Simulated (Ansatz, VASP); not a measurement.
**BaRe3Pb in VASP and in Ansatz**

```
Re Ba Pb
1.0
     0.04391    4.56070    4.58753
     0.04391   -4.56070    4.58753
     4.55658    0.00000   -4.58753
Re Ba Pb
6 2 2
Direct
  0.72350 0.27650 0.00000
  0.27650 0.72350 0.00000
  0.19260 0.19260 0.44760
  0.80740 0.80740 0.55240
  0.28500 0.71500 0.50000
  0.71500 0.28500 0.50000
  0.25320 0.25320 0.00420
  0.74680 0.74680 0.99580
  0.50000 0.00000 0.50000
  0.00000 0.50000 0.50000
```

Alike in both runs: task single point; functional r2SCAN; k mesh 4 × 4 × 4; occupations methfessel-paxton of order 1, width 0.0343 eV; no spin polarisation.

|  | VASP | Ansatz |
| --- | --- | --- |
| version | VASP 6.6.1 | Ansatz 0.2.0 |
| potentials or method | VASP PAW PBE potentials, release 64 (Re_sv_GW, Ba_sv, Pb_d), cutoff 550 eV | PAW plane waves |
| valence electrons in the cell | 138 | 138 |

```csv
,VASP,Ansatz,Ansatz less VASP
gap on the k mesh at the Fermi level (eV),none,none,-
rms of the force components (eV/Å),0.450,0.510,+0.0596
```

VASP's potentials were made for PBE, not for r2SCAN. A gap of «none» marks a metal or a gap that the smearing closes.

Neither program's run includes spin-orbit coupling.
